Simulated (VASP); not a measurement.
Ti5H, 6 atoms in the cell. The cell holds a slab with vacuum, 6 atoms: a = 2.938 Å, b = 2.938 Å, c = 24.712 Å, α = 90.00°, β = 90.00°, γ = 120.00°. 

| Quantity | Value |
| --- | --- |
| Program | VASP 6.6.1 |
| Task | single point |
| Functional | PBE |
| Potentials or basis | VASP PAW PBE potentials, release 64 (Ti_sv, H) |
| Cutoff | 520 eV |
| k mesh | 9 × 9 × 1 |
| Occupations | gaussian, width 0.1 eV |
| Spin | no spin polarisation |
| Dipole correction | yes |
| Further INCAR settings | ALGO = Normal; EDIFF = 1e-07; NBANDS = 40 |

Potentials or basis: VASP PAW PBE potentials, release 64 (Ti_sv, H).

Launch:

```bash
$ cat potpaw_PBE.64/Ti_sv/POTCAR potpaw_PBE.64/H/POTCAR > POTCAR
$ mpirun -np 1 vasp_std > vasp.out
```

Hardware: 1 thread of Intel(R) Xeon(R) Platinum 8559C (Emerald Rapids), with other jobs on the host.

**Question.** Estimate the wall time of this run.

**Answer.** Wall time 4.7 min on 1 thread of Intel(R) Xeon(R) Platinum 8559C (Emerald Rapids) (shared host), peak memory 0.34 GiB. Counts: scf iterations 37, k points 12.
